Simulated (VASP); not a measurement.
# BeS (F-43m) in VASP: further runs

The runs below take BeS through single point, with PBEsol+D4.

Everything below comes from runs of VASP 6.6.1. Logs are shortened: lines on timing, memory, paths and dates and some standing lists are left out, and cuts for length are marked.

### 1 The cell of the first run

It takes space group F-43m (No. 216, cubic). Conventional cell: a = 4.784 Å, b = 4.784 Å, c = 4.784 Å, α = 90.00°, β = 90.00°, γ = 90.00°. Within 2.7 Å of S (site symmetry -43m) lie 4 Be at 2.07 Å. Be (site symmetry -43m) has 4 S at 2.07 Å within 2.7 Å.

### 2 Single point, PBEsol+D4, collinear spin, ferromagnetic start (volume scaled by 0.96)

File INCAR:

```
SYSTEM = BeS
  ALGO = Normal
  EDIFF = 1E-6
  ENCUT = 520
  GGA = PS
  ISIF = 2
  ISMEAR = 1
  ISPIN = 2
  IVDW = 13
  LASPH = .TRUE.
  LCHARG = .FALSE.
  LORBIT = 11
  LREAL = .FALSE.
  LWAVE = .FALSE.
  MAGMOM = 1 0
  NBANDS = 15
  NELM = 150
  NUPDOWN = 1.0
  PREC = Accurate
  SIGMA = 0.025
```

File KPOINTS:

```
k-points
0
G
  9 9 9
  0 0 0
```

File POSCAR:

```
BeS
1.0
    0.0000000000      2.3922257121      2.3922257121
    2.3922257121      0.0000000000      2.3922257121
    2.3922257121      2.3922257121      0.0000000000
S Be
1 1
Direct
    0.7500000000      0.7500000000      0.7500000000
    0.0000000000      0.0000000000      0.0000000000
```

Potentials or basis: VASP PAW PBE potentials, release 64 (S, Be).

Launch:

```console
> cat potpaw_PBE.64/S/POTCAR potpaw_PBE.64/Be/POTCAR > POTCAR
> mpirun -np 1 vasp_std > vasp.out
```

OUTCAR:

```text
SYSTEM = BeS
   EDIFF = 1E-6
   ENCUT = 520
   GGA = PS
   ISIF = 2
   ISMEAR = 1
   ISPIN = 2
   IVDW = 13
   LASPH = .TRUE.
   LORBIT = 11
   LREAL = .FALSE.
   NELM = 150
   NUPDOWN = 1.0
   PREC = Accurate

 ion  position               nearest neighbor table
   1  0.750  0.750  0.750-   2 2.07   2 2.07   2 2.07   2 2.07
   2  0.000  0.000  0.000-   1 2.07   1 2.07   1 2.07   1 2.07

  LATTYP: Found a face centered cubic cell.
 ALAT       =     4.7844514242

  Lattice vectors:

 A1 = (   0.0000000000,   2.3922257121,   2.3922257121)
 A2 = (   2.3922257121,   0.0000000000,   2.3922257121)
 A3 = (   2.3922257121,   2.3922257121,   0.0000000000)

Analysis of symmetry for initial positions (statically):
=====================================================================
 Subroutine PRICEL returns:
 Original cell was already a primitive cell.

 Routine SETGRP: Setting up the symmetry group for a
 face centered cubic supercell.

 Subroutine GETGRP returns: Found 24 space group operations
 (whereof 24 operations were pure point group operations)
 out of a pool of 48 trial point group operations.

The static configuration has the point symmetry T_d .

Analysis of symmetry for dynamics (positions and initial velocities):
=====================================================================
 Subroutine PRICEL returns:
 Original cell was already a primitive cell.

 Routine SETGRP: Setting up the symmetry group for a
 face centered cubic supercell.

 Subroutine GETGRP returns: Found 24 space group operations
 (whereof 24 operations were pure point group operations)
 out of a pool of 48 trial point group operations.

The dynamic configuration has the point symmetry T_d .

Analysis of structural, dynamic, and magnetic symmetry:
=====================================================================
 Subroutine PRICEL returns:
 Original cell was already a primitive cell.

 Routine SETGRP: Setting up the symmetry group for a
 face centered cubic supercell.

 Subroutine GETGRP returns: Found 24 space group operations
 (whereof 24 operations were pure point group operations)
 out of a pool of 48 trial point group operations.

The overall configuration has the point symmetry T_d .

 Subroutine INISYM returns: Found 24 space group operations
 (whereof 24 operations are pure point group operations),
 and found     1 'primitive' translations

----------------------------------------------------------------------------------------

                                     Primitive cell

  volume of cell :      27.3802

  direct lattice vectors                    reciprocal lattice vectors
     0.000000000  2.392225712  2.392225712    -0.209010378  0.209010378  0.209010378
     2.392225712  0.000000000  2.392225712     0.209010378 -0.209010378  0.209010378
     2.392225712  2.392225712  0.000000000     0.209010378  0.209010378 -0.209010378

  length of vectors
     3.383118046  3.383118046  3.383118046     0.362016594  0.362016594  0.362016594

  position of ions in fractional coordinates (direct lattice)
     0.750000000  0.750000000  0.750000000
     0.000000000  0.000000000  0.000000000

  ion indices of the primitive-cell ions
   primitive index   ion index
                 1           1
                 2           2

----------------------------------------------------------------------------------------

 KPOINTS: k-points

Automatic generation of k-mesh.
 Grid dimensions read from file:
 generate k-points for:    9    9    9

 Generating k-lattice:

  Cartesian coordinates                     Fractional coordinates (reciprocal lattice)
    -0.023223375  0.023223375  0.023223375     0.111111111  0.000000000  0.000000000
     0.023223375 -0.023223375  0.023223375     0.000000000  0.111111111  0.000000000
     0.023223375  0.023223375 -0.023223375     0.000000000  0.000000000  0.111111111

  Length of vectors
     0.040224066  0.040224066  0.040224066

  Shift w.r.t. Gamma in fractional coordinates (k-lattice)
     0.000000000  0.000000000  0.000000000

 Subroutine IBZKPT returns following result:
 ===========================================

 Found     35 irreducible k-points:

[... 37 lines left out ...]
   ISTART =      0    job   : 0-new  1-cont  2-samecut
   ICHARG =      2    charge: 1-file 2-atom 10-const
   ISPIN  =      2    spin polarized calculation?
   LNONCOLLINEAR =      F non collinear calculations
   LSORBIT =      F    spin-orbit coupling
   LASPH  =      T    aspherical Exc in radial PAW
   ENCUT  =  520.0 eV  38.22 Ry    6.18 a.u.   6.29  6.29  6.29*2*pi/ulx,y,z
   NELM   =    150;   NELMIN=  2; NELMDL= -5     # of ELM steps
   EDIFF  = 0.1E-05   stopping-criterion for ELM
   LREAL  =      F    real-space projection
   EDIFFG = 0.1E-04   stopping-criterion for IOM
   NSW    =      0    number of steps for IOM
   IBRION =     -1    ionic relax: 0-MD 1-quasi-New 2-CG
   NFREE  =      0    steps in history (QN), initial steepest desc. (CG)
   ISIF   =      2    stress and relaxation
   ISYM   =      2    0-nonsym 1-usesym 2-fastsym
   POTIM  = 0.5000    time-step for ionic-motion
   TEBEG  =    0.0;   TEEND  =   0.0 temperature during run
   PSTRESS=    0.0 pullay stress
   NELECT =       8.0000    total number of electrons
   NUPDOWN=       1.0000    fix difference up-down
   EMIN   =  10.00;   EMAX   =-10.00  energy-range for DOS
   EFERMI =   0.00;   METHOD = LEGACY
   ISMEAR =     1;   SIGMA  =   0.03  broadening in eV -4-tet -1-fermi 0-gaus
   EFERMI_NEDOS =   21; number of points for ismear=-14 and -15
   IALGO  =     38    algorithm
   IMIX   =      4    mixing-type and parameters
     AMIX     =   0.40;   BMIX     =  1.00
     AMIX_MAG =   1.60;   BMIX_MAG =  1.00
  volume/ion in A,a.u.               =      13.69        92.39
  Fermi-wavevector in a.u.,A,eV,Ry     =   1.086324  2.052855 16.056230  1.180100
  Thomas-Fermi vector in A             =   2.222458
   LORBIT       =     11    0 simple, 1 ext, 2 COOP (PROOUT), +10 PAW based schemes
   GGA     = PS    functional components
   LHFCALC =     F    Hartree Fock is set to
   AEXX    =    0.0000 exact exchange contribution
   IVDW    =    13    specifies the selected vdW correction
   LEPSILON=     F    determine dielectric tensor
   LRPA    =     F    only Hartree local field effects (RPA)
 spin polarized calculation
 Methfessel and Paxton  Order N= 1 SIGMA  =   0.03
  energy-cutoff  :      520.00
  volume of cell :       27.38
 maximum number of plane-waves:       751
 NGX is ok and might be reduce to    28
   NGX = 13   NGY = 13   NGZ = 13

 number of electron       8.0000001 magnetization       1.0000000

 Free energy of the ion-electron system (eV)
  ---------------------------------------------------
  ext. energy  EPLUGINS =         0.00000000
  ---------------------------------------------------
  free energy    TOTEN  =        -7.88689246 eV

  energy without entropy =       -7.88668397  energy(sigma->0) =       -7.88682296

 E-fermi :   3.1426     XC(G=0): -10.1695

 val. band max:        9.5060528294   @ k =   0.3333   0.2222   0.1111
 cond. band min:       3.1556894418   @ k =   0.4444   0.2222   0.1111
 fundamental gap:     -6.3503633876
 Fermi energy:         9.5577651279

 spin component 1

 k-point     1 :       0.0000    0.0000    0.0000
  band No.  band energies     occupation
      1     -10.0762      1.00000
      2       3.8745      1.00000
      3       3.8745      1.00000
      4       3.8745      1.00000
      5       9.7432     -0.00000
      6       9.7432     -0.00000
      7       9.7432     -0.00000
      8      10.0011     -0.00000
      9      16.9633      0.00000
     10      16.9633      0.00000
     11      19.2105      0.00000
     12      20.7448      0.00000
     13      20.7448      0.00000
     14      20.7448      0.00000
[... 403 lines left out ...]
      4       1.2147      1.00000
      5       7.0212      1.00000
      6       9.0043      1.00000
      7      16.6657      0.00000
      8      16.6657      0.00000
      9      19.4632      0.00000
     10      20.3900      0.00000
     11      21.6459      0.00000
     12      21.6459      0.00000
     13      22.0401      0.00000
     14      27.4683      0.00000
     15      27.6650      0.00000

 [... further k-points ...]

 spin component 2

 k-point     1 :       0.0000    0.0000    0.0000
  band No.  band energies     occupation
      1      -9.4650      1.00000
      2       4.4740      0.00000
      3       4.4740      0.00000
      4       4.4740      0.00000
      5      10.3611      0.00000
      6      10.3611      0.00000
      7      10.3611      0.00000
      8      10.8208      0.00000
      9      17.5690      0.00000
     10      17.5690      0.00000
     11      19.7900      0.00000
     12      21.4777      0.00000
     13      21.4777      0.00000
     14      21.4777      0.00000
[... 403 lines left out ...]
      4       1.8229      1.00000
      5       7.8699      0.00000
      6       9.5889      0.00000
      7      17.2952      0.00000
      8      17.2952      0.00000
      9      20.1101      0.00000
     10      21.0109      0.00000
     11      22.2969      0.00000
     12      22.2969      0.00000
     13      22.7497      0.00000
     14      28.0394      0.00000
     15      28.6273      0.00000

 [... further k-points ...]

------------------------ aborting loop because EDIFF is reached ----------------------------------------

  DFT-D4 for vdW energy calculation

  Edisp (eV):   -0.30610

  FORCE on cell =-STRESS in cart. coord.  units (eV):
  Direction    XX          YY          ZZ          XY          YZ          ZX
  --------------------------------------------------------------------------------------
  -------------------------------------------------------------------------------------
  Total       0.52047     0.52047     0.52047     0.00000     0.00000     0.00000
  in kB      30.45579    30.45579    30.45579     0.00000     0.00000     0.00000
  external pressure =       30.46 kB  Pullay stress =        0.00 kB

 VOLUME and BASIS-vectors are now :
 -----------------------------------------------------------------------------
  energy-cutoff  :      520.00
  volume of cell :       27.38
      direct lattice vectors                 reciprocal lattice vectors
     0.000000000  2.392225712  2.392225712    -0.209010378  0.209010378  0.209010378
     2.392225712  0.000000000  2.392225712     0.209010378 -0.209010378  0.209010378
     2.392225712  2.392225712  0.000000000     0.209010378  0.209010378 -0.209010378

 POSITION                                       TOTAL-FORCE (eV/Angst)
 -----------------------------------------------------------------------------------
      3.58834      3.58834      3.58834         0.000000     -0.000000     -0.000000
      0.00000      0.00000      0.00000        -0.000000      0.000000      0.000000
 -----------------------------------------------------------------------------------
    total drift:                                0.000000      0.000000      0.000000

  FREE ENERGIE OF THE ION-ELECTRON SYSTEM (eV)
  ---------------------------------------------------
  free  energy   TOTEN  =        -8.1929963540 eV

  energy  without entropy=       -8.1927878709  energy(sigma->0) =       -8.19292686

 total charge

# of ion       s       p       d       tot
------------------------------------------
    1        1.334   2.356   0.000   3.690
    2        0.408   0.705   0.000   1.113
--------------------------------------------------
tot          1.742   3.061   0.000   4.802

 magnetization (x)

# of ion       s       p       d       tot
------------------------------------------
    1        0.026   0.286   0.000   0.312
    2        0.026   0.147   0.000   0.173
--------------------------------------------------
tot          0.052   0.433   0.000   0.485
```

Wall time 23 s (1 thread of Intel Xeon 6975P-C, shared host); peak memory 0.17 GiB.

What came out:

```
Free energy                                           : -8.1930 eV
Pressure                                              : 3.0 GPa
Net moment                                            : 1.00 μB per cell
Site moments                                          : S +0.31; Be +0.17 μB
Valence electrons inside the program's atomic spheres : S 3.69; Be 1.11
Dispersion energy per atom                            : -0.153 eV
```

Caveat: the PAW data sets were made with another functional, which shifts forces and pressure a little; the total moment is fixed, so each spin has its own Fermi level.

### 3 Single point, PBEsol+D4, collinear spin, ferromagnetic start (volume scaled by 0.98)

File INCAR:

```
PREC     = Accurate       # precision mode
ENCUT    = 520            # plane-wave cutoff, eV
EDIFF    = 1E-6           # SCF threshold, eV
ISMEAR   = 1              # smearing method
SIGMA    = 0.025          # smearing width, eV
LREAL    = F              # projectors in reciprocal space
LASPH    = T              # aspherical terms in the spheres
NELM     = 150            # most SCF steps
ALGO     = Normal         # electronic algorithm
ISIF     = 2              # what is computed and relaxed
LWAVE    = F              # write WAVECAR
LCHARG   = F              # write CHGCAR
ISPIN    = 2              # spin polarisation
MAGMOM   = 1 0            # initial moments
LORBIT   = 11             # projections on sites
NUPDOWN  = 1.0            # fixed moment
GGA      = PS             # functional
IVDW     = 13             # dispersion correction
NBANDS   = 15             # bands
```

File KPOINTS:

```
regular mesh
0
Gamma
  9 9 9
```

File POSCAR:

```
BeS
1.0
    0.0000000000      2.4087243418      2.4087243418
    2.4087243418      0.0000000000      2.4087243418
    2.4087243418      2.4087243418      0.0000000000
S Be
1 1
Direct
    0.7500000000      0.7500000000      0.7500000000
    0.0000000000      0.0000000000      0.0000000000
```

Potentials or basis: VASP PAW PBE potentials, release 64 (S, Be).

Launch:

```console
> cat potpaw_PBE.64/S/POTCAR potpaw_PBE.64/Be/POTCAR > POTCAR
> mpirun -np 1 vasp_std > vasp.out
```

Wall time 27 s (1 thread of Intel Xeon 6975P-C, shared host); peak memory 0.17 GiB.

The run converged. Its results:

* Free energy: -8.2005 eV
* Pressure: 1.3 GPa
* Net moment: 1.00 μB per cell
* Site moments: S +0.31; Be +0.17 μB
* Valence electrons inside the program's atomic spheres: S 3.68; Be 1.09
* Dispersion energy per atom: -0.150 eV

Caveat: the PAW data sets were made with another functional, which shifts forces and pressure a little; the total moment is fixed, so each spin has its own Fermi level.
